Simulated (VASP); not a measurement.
# NbN (Fm-3m) in VASP: single point with PBE

Aim: the single point of NbN with PBE.

Everything below comes from runs of VASP 6.6.1. Logs are shortened: lines on timing, memory, paths and dates and some standing lists are left out, and cuts for length are marked.

## 1. The cell of the first run

Symmetry: Fm-3m, No. 225, cubic system. Conventional cell: a = 4.422 Å, b = 4.422 Å, c = 4.422 Å, α = 90.00°, β = 90.00°, γ = 90.00°. Within 2.9 Å of Nb (site symmetry m-3m) lie 6 N at 2.21 Å. Within 2.9 Å of N (site symmetry m-3m) lie 6 Nb at 2.21 Å.

## 2. Single point, PBE

File INCAR:

```
  PREC = Accurate
  ENCUT = 600
  EDIFF = 1E-6
  ISMEAR = 0
  SIGMA = 0.1
  LREAL = F
  LASPH = T
  NELM = 120
  ALGO = Normal
  ISIF = 2
  LWAVE = F
  LCHARG = F
  GGA = PE
  ISYM = 0
  NBANDS = 16
  GGA_COMPAT = F
```

File KPOINTS:

```
regular mesh
0
Gamma
  11 11 15
```

File POSCAR:

```
NbN
1.0
    3.1265030847      0.0000000000      0.0000000000
    0.0000000000      3.1265030847      0.0000000000
    1.5632515424      1.5632515424      2.2107715326
Nb N
1 1
Direct
    0.5000000000      0.5000000000      0.0000000000
    0.0000000000      0.0000000000      0.0000000000
```

Potentials or basis: VASP PAW PBE potentials, release 64 (Nb_sv, N).

On the command line:

```
$ cat potpaw_PBE.64/Nb_sv/POTCAR potpaw_PBE.64/N/POTCAR > POTCAR
$ mpirun -np 1 vasp_std > vasp.out
```

OUTCAR:

```text
PREC = Accurate
   ENCUT = 600
   EDIFF = 1E-6
   ISMEAR = 0
   LREAL = F
   LASPH = T
   NELM = 120
   ISIF = 2
   GGA = PE
   ISYM = 0

 ion  position               nearest neighbor table
   1  0.500  0.500  0.000-   2 2.21   2 2.21   2 2.21   2 2.21   2 2.21   2 2.21
   2  0.000  0.000  0.000-   1 2.21   1 2.21   1 2.21   1 2.21   1 2.21   1 2.21

IMPORTANT INFORMATION: All symmetrisations will be switched off!
NOSYMM: (Re-)initialisation of all symmetry stuff for point group C_1.

----------------------------------------------------------------------------------------

                                     Primitive cell

  volume of cell :      21.6103

  direct lattice vectors                    reciprocal lattice vectors
     3.126503085  0.000000000  0.000000000     0.319846158  0.000000000 -0.226165387
     0.000000000  3.126503085  0.000000000     0.000000000  0.319846158 -0.226165387
     1.563251542  1.563251542  2.210771533     0.000000000  0.000000000  0.452330775

  length of vectors
     3.126503085  3.126503085  3.126503085     0.391729942  0.391729942  0.452330775

  position of ions in fractional coordinates (direct lattice)
     0.500000000  0.500000000  0.000000000
     0.000000000  0.000000000  0.000000000

  ion indices of the primitive-cell ions
   primitive index   ion index
                 1           1
                 2           2

----------------------------------------------------------------------------------------

 KPOINTS: regular mesh

Automatic generation of k-mesh.
 Grid dimensions read from file:
 generate k-points for:   11   11   15

 Generating k-lattice:

  Cartesian coordinates                     Fractional coordinates (reciprocal lattice)
     0.029076923  0.000000000 -0.020560490     0.090909091  0.000000000  0.000000000
     0.000000000  0.029076923 -0.020560490     0.000000000  0.090909091  0.000000000
     0.000000000  0.000000000  0.030155385     0.000000000  0.000000000  0.066666667

  Length of vectors
     0.035611813  0.035611813  0.030155385

  Shift w.r.t. Gamma in fractional coordinates (k-lattice)
     0.000000000  0.000000000  0.000000000

 -----------------------------------------------------------------------------
|                                                                             |
|           W    W    AA    RRRRR   N    N  II  N    N   GGGG   !!!           |
|           W    W   A  A   R    R  NN   N  II  NN   N  G    G  !!!           |
|           W    W  A    A  R    R  N N  N  II  N N  N  G       !!!           |
|           W WW W  AAAAAA  RRRRR   N  N N  II  N  N N  G  GGG   !            |
|           WW  WW  A    A  R   R   N   NN  II  N   NN  G    G                |
|           W    W  A    A  R    R  N    N  II  N    N   GGGG   !!!           |
|                                                                             |
|     Your reciprocal lattice and k-lattice belong to different lattice       |
|     classes:                                                                |
|                                                                             |
|        The reciprocal lattice is body-centered cubic,                       |
|        whereas your k-lattice is base-centered monoclinic.                  |
|                                                                             |
|     Results are often still useful ...                                      |
|                                                                             |
 -----------------------------------------------------------------------------

 WARNING: IBZKPT: internal override: KBLOWUP is changed to .FALSE.
      ... skipping the blow-up phase ...

 Subroutine IBZKPT returns following result:
 ===========================================

 Found    908 irreducible k-points:

 Following reciprocal coordinates:
            Coordinates               Weight
  0.000000  0.000000  0.000000      1.000000
  0.090909  0.000000 -0.000000      2.000000
  0.181818  0.000000  0.000000      2.000000
  0.272727  0.000000  0.000000      2.000000
  0.363636  0.000000  0.000000      2.000000
  0.454545  0.000000  0.000000      2.000000
[... 16 lines left out ...]
  0.454545  0.181818  0.000000      2.000000
 -0.454545  0.181818  0.000000      2.000000
 [... further k-points ...]
   k-points           NKPTS =    908   k-points in BZ     NKDIM =    908   number of bands    NBANDS=     16
   number of dos      NEDOS =    301   number of ions     NIONS =      2
   total plane-waves  NPLWV =  21952
   dimension x,y,z NGX =    28 NGY =   28 NGZ =   28
   dimension x,y,z NGXF=    56 NGYF=   56 NGZF=   56
   ions per type =               1   1
   NGX,Y,Z   is equivalent  to a cutoff of  14.89, 14.89, 14.89 a.u.
   NGXF,Y,Z  is equivalent  to a cutoff of  29.78, 29.78, 29.78 a.u.
 SYSTEM =  unknown system
   PREC   = accura    normal or accurate (medium, high low for compatibility)
   ISTART =      0    job   : 0-new  1-cont  2-samecut
   ICHARG =      2    charge: 1-file 2-atom 10-const
   ISPIN  =      1    spin polarized calculation?
   LNONCOLLINEAR =      F non collinear calculations
   LSORBIT =      F    spin-orbit coupling
   LASPH  =      T    aspherical Exc in radial PAW
   ENCUT  =  600.0 eV  44.10 Ry    6.64 a.u.   6.24  6.24  6.24*2*pi/ulx,y,z
   NELM   =    120;   NELMIN=  2; NELMDL= -5     # of ELM steps
   EDIFF  = 0.1E-05   stopping-criterion for ELM
   LREAL  =      F    real-space projection
   EDIFFG = 0.1E-04   stopping-criterion for IOM
   NSW    =      0    number of steps for IOM
   IBRION =     -1    ionic relax: 0-MD 1-quasi-New 2-CG
   NFREE  =      0    steps in history (QN), initial steepest desc. (CG)
   ISIF   =      2    stress and relaxation
   ISYM   =      0    0-nonsym 1-usesym 2-fastsym
   POTIM  = 0.5000    time-step for ionic-motion
   TEBEG  =    0.0;   TEEND  =   0.0 temperature during run
   PSTRESS=    0.0 pullay stress
   NELECT =      18.0000    total number of electrons
   NUPDOWN=      -1.0000    fix difference up-down
   EMIN   =  10.00;   EMAX   =-10.00  energy-range for DOS
   EFERMI =   0.00;   METHOD = LEGACY
   ISMEAR =     0;   SIGMA  =   0.10  broadening in eV -4-tet -1-fermi 0-gaus
   EFERMI_NEDOS =   21; number of points for ismear=-14 and -15
   IALGO  =     38    algorithm
   IMIX   =      4    mixing-type and parameters
     AMIX     =   0.40;   BMIX     =  1.00
     AMIX_MAG =   1.60;   BMIX_MAG =  1.00
  volume/ion in A,a.u.               =      10.81        72.92
  Fermi-wavevector in a.u.,A,eV,Ry     =   1.540323  2.910788 32.281114  2.372595
  Thomas-Fermi vector in A             =   2.646426
   LORBIT       =      0    0 simple, 1 ext, 2 COOP (PROOUT), +10 PAW based schemes
   GGA     = PE    functional components
   LHFCALC =     F    Hartree Fock is set to
   AEXX    =    0.0000 exact exchange contribution
   IVDW    =     0    specifies the selected vdW correction
   LEPSILON=     F    determine dielectric tensor
   LRPA    =     F    only Hartree local field effects (RPA)
 non-spin polarized calculation
 Gauss-broadening in eV      SIGMA  =   0.10
  energy-cutoff  :      600.00
  volume of cell :       21.61
 maximum number of plane-waves:       736
 NGX is ok and might be reduce to    28
   NGX = 13   NGY = 13   NGZ = 13

 number of electron      18.0000000 magnetization

 Free energy of the ion-electron system (eV)
  ---------------------------------------------------
  ext. energy  EPLUGINS =         0.00000000
  ---------------------------------------------------
  free energy    TOTEN  =       -20.53950033 eV

  energy without entropy =      -20.53439107  energy(sigma->0) =      -20.53694570

 E-fermi :  13.6729     XC(G=0): -13.2726

 val. band max:       13.6729124677   @ k =  -0.2727   0.4545   0.3333
 cond. band min:      13.6731240159   @ k =   0.1818  -0.2727   0.2000
 fundamental gap:      0.0002115482
 Fermi energy:        13.6729207731

 k-point     1 :       0.0000    0.0000    0.0000
  band No.  band energies     occupation
      1     -42.7332      2.00000
      2     -18.4057      2.00000
      3     -18.4052      2.00000
      4     -18.4003      2.00000
      5      -3.8094      2.00000
      6      10.4074      2.00000
[... 8 lines left out ...]
     15      23.1246      0.00000
     16      36.0447      0.00000

 k-point     2 :       0.0909    0.0000   -0.0000
  band No.  band energies     occupation
      1     -42.7234      2.00000
      2     -18.4876      2.00000
      3     -18.4125      2.00000
      4     -18.4097      2.00000
      5      -3.6369      2.00000
      6       9.5444      2.00000
[... 8 lines left out ...]
     15      23.6437      0.00000
     16      34.4608      0.00000

 k-point     3 :       0.1818    0.0000    0.0000
  band No.  band energies     occupation
      1     -42.6971      2.00000
      2     -18.7079      2.00000
      3     -18.4312      2.00000
      4     -18.4286      2.00000
      5      -3.1649      2.00000
      6       8.0797      2.00000
[... 8 lines left out ...]
     15      24.8741      0.00000
     16      32.2369      0.00000

 k-point     4 :       0.2727    0.0000    0.0000
  band No.  band energies     occupation
      1     -42.6625      2.00000
      2     -18.9847      2.00000
      3     -18.4556      2.00000
      4     -18.4530      2.00000
      5      -2.5146      2.00000
      6       6.6404      2.00000
[... 8 lines left out ...]
     15      25.7427      0.00000
     16      30.1329      0.00000
[... 324 lines left out ...]
 k-point    22 :       0.3636    0.1818    0.0000
  band No.  band energies     occupation
      1     -42.6000      2.00000
      2     -19.2320      2.00000
      3     -18.7022      2.00000
      4     -18.5131      2.00000
      5      -1.8284      2.00000
      6       5.4532      2.00000
[... 8 lines left out ...]
     15      25.7774      0.00000
     16      25.9329      0.00000

 k-point    23 :       0.4545    0.1818    0.0000
  band No.  band energies     occupation
      1     -42.5936      2.00000
      2     -19.2735      2.00000
      3     -18.6775      2.00000
      4     -18.5478      2.00000
      5      -1.8353      2.00000
      6       5.5116      2.00000
[... 8 lines left out ...]
     15      25.4444      0.00000
     16      26.5173      0.00000

 k-point    24 :      -0.4545    0.1818    0.0000
  band No.  band energies     occupation
      1     -42.6044      2.00000
      2     -19.2107      2.00000
      3     -18.6264      2.00000
      4     -18.5657      2.00000
      5      -2.0565      2.00000
      6       5.8189      2.00000
[... 8 lines left out ...]
     15      25.4693      0.00000
     16      27.4476      0.00000

 [... further k-points ...]

------------------------ aborting loop because EDIFF is reached ----------------------------------------

  FORCE on cell =-STRESS in cart. coord.  units (eV):
  Direction    XX          YY          ZZ          XY          YZ          ZX
  --------------------------------------------------------------------------------------
  -------------------------------------------------------------------------------------
  Total       -0.0826188     -0.0826181     -0.1258005      0.0147317     -0.0074816     -0.0074790
  in kB       -6.1253096     -6.1252535     -9.3267738      1.0922000     -0.5546777     -0.5544883
  external PRESSURE =      -7.1924456 kB  Pullay stress =       0.0000000 kB

 VOLUME and BASIS-vectors are now :
 -----------------------------------------------------------------------------
  energy-cutoff  :      600.00
  volume of cell :       21.61
      direct lattice vectors                 reciprocal lattice vectors
     3.126503085  0.000000000  0.000000000     0.319846158  0.000000000 -0.226165387
     0.000000000  3.126503085  0.000000000     0.000000000  0.319846158 -0.226165387
     1.563251542  1.563251542  2.210771533     0.000000000  0.000000000  0.452330775

 POSITION                                       TOTAL-FORCE (eV/Angst)
 -----------------------------------------------------------------------------------
      1.56325      1.56325      0.00000         0.000000     -0.000001     -0.000001
      0.00000      0.00000      0.00000        -0.000000      0.000001      0.000001
 -----------------------------------------------------------------------------------
    total drift:                                0.000002     -0.000000     -0.000001

  FREE ENERGIE OF THE ION-ELECTRON SYSTEM (eV)
  ---------------------------------------------------
  free  energy   TOTEN  =       -20.5395003255 eV

  energy  without entropy=      -20.5343910673  energy(sigma->0) =      -20.53694570
```

It took 11 min on 1 thread of Oxide Virtual Turin-like, shared host; peak memory 0.44 GiB.

What came out:

| Quantity | Value |
| --- | --- |
| Free energy | -20.5395 eV |
| Pressure | -0.7 GPa |
| Band gap on the k mesh | zero (bands 9 and 10 overlap by 3.29 eV) |
